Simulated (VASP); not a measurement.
Input of a VASP 6.6.1 run:

INCAR

```
ALGO = Normal
EDIFF = 1E-6
ENCUT = 520
GGA = PE
ISIF = 2
ISMEAR = 0
LASPH = True
LCHARG = True
LELF = True
LREAL = False
LVHAR = True
LWAVE = False
NBANDS = 17
NELM = 100
PREC = Accurate
SIGMA = 0.1
```

The input KPOINTS:

```
k-points
0
Gamma
  18 18 4
```

Contents of POSCAR:

```
Li3B2H
1.0
    2.3553723039      0.0000000000      0.0000000000
   -1.1776861520      2.0398122505      0.0000000000
    0.0000000000      0.0000000000     10.0353864415
Li B H
3 2 1
Direct
    0.3333333333      0.6666666667      0.8828498976
    0.6666666667      0.3333333333      0.1171501024
    0.0000000000      0.0000000000      0.5000000000
    0.3333333333      0.6666666667      0.3097748888
    0.6666666667      0.3333333333      0.6902251112
    0.0000000000      0.0000000000      0.0000000000
```

Potentials or basis: VASP PAW PBE potentials, release 64 (Li_sv, B, H).

Command:

```console
$ cat potpaw_PBE.64/Li_sv/POTCAR potpaw_PBE.64/B/POTCAR potpaw_PBE.64/H/POTCAR > POTCAR
$ mpirun -np 1 vasp_std > vasp.out
```

(1) What does it give for the band gap on the k mesh?

## Answers

(1) zero (band 8 reaches 4.78 eV, above the bottom of band 9 at 3.09 eV).
